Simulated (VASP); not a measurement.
Input of a VASP 6.6.1 run:

Contents of INCAR:

```
SYSTEM = Ti
PREC = Accurate ; ENCUT = 520
EDIFF = 1E-6 ; ISMEAR = 0
SIGMA = 0.15 ; LREAL = .False.
LASPH = .True. ; NELM = 150
ALGO = Normal ; ISIF = 2
LWAVE = .False. ; LCHARG = .True.
ISPIN = 2 ; MAGMOM = 0.2
LORBIT = 11 ; NUPDOWN = 0.2
LMAXMIX = 4 ; GGA = PE
LELF = .True. ; LVHAR = .True.
NBANDS = 16
```

File KPOINTS:

```
regular mesh
0
Gamma
  22 22 22
  0 0 0
```

The input POSCAR:

```
Ti
1.0
   -1.6751874744      1.6751874744      1.6751874744
    1.6751874744     -1.6751874744      1.6751874744
    1.6751874744      1.6751874744     -1.6751874744
Ti
1
Direct
    0.0000000000      0.0000000000      0.0000000000
```

Potentials or basis: VASP PAW PBE potentials, release 64 (Ti_sv).

The run is started by

```console
$ cat potpaw_PBE.64/Ti_sv/POTCAR > POTCAR
$ mpirun -np 1 vasp_std > vasp.out
```

Q: Estimate the pressure.

A: -7.9 GPa.

Caveat: the cell stands under tension; the total moment is fixed, so each spin has its own Fermi level and the state may be an excited one.
